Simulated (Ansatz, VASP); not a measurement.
LiCaF3: VASP beside Ansatz

```
CELL_PARAMETERS angstrom
3.76124 0.00000 0.00000
0.00000 3.76124 0.00000
0.00000 0.00000 3.76124
ATOMIC_POSITIONS crystal
Li 0.50000 0.50000 0.50000
Ca 0.00000 0.00000 0.00000
F 0.99335 0.50000 0.50000
F 0.49335 0.50000 0.00000
F 0.49335 0.00000 0.50000
```

Change from the starting cell: all F atoms moved +0.025 Å, as atom 3 towards its neighbour atom 1 (Li) at 1.881 Å.

Alike in both runs: task single point; functional LDA; k mesh 6 × 6 × 6; occupations gaussian, width 0.05 eV; no spin polarisation.

|  | VASP | Ansatz |
| --- | --- | --- |
| version | VASP 6.6.1 | Ansatz 0.2.0 |
| potentials or method | VASP PAW LDA potentials, release 64 (Li_sv, Ca_sv, F), cutoff 520 eV | scalar-relativistic, plane waves, PAW |
| valence electrons in the cell | 34 | 34 |

|  | VASP | Ansatz | Ansatz less VASP |
| --- | --- | --- | --- |
| gap on the k mesh at the Fermi level (eV) | 6.35 | 6.37 | +0.017 |
| least direct gap on the mesh (eV) | 6.47 | 6.48 | +0.015 |
| rms of the force components (eV/Å) | 0.040 | 0.040 | -0.0002 |

LDA's correlation is that of Perdew and Zunger in VASP and of Perdew and Wang (1992) in Ansatz. Atom by atom the forces differ by 0.001 eV/Å (rms over components).

Noted on VASP's run: the cutoff is under 1.25 times that of the potentials, so the pressure is a little rough.
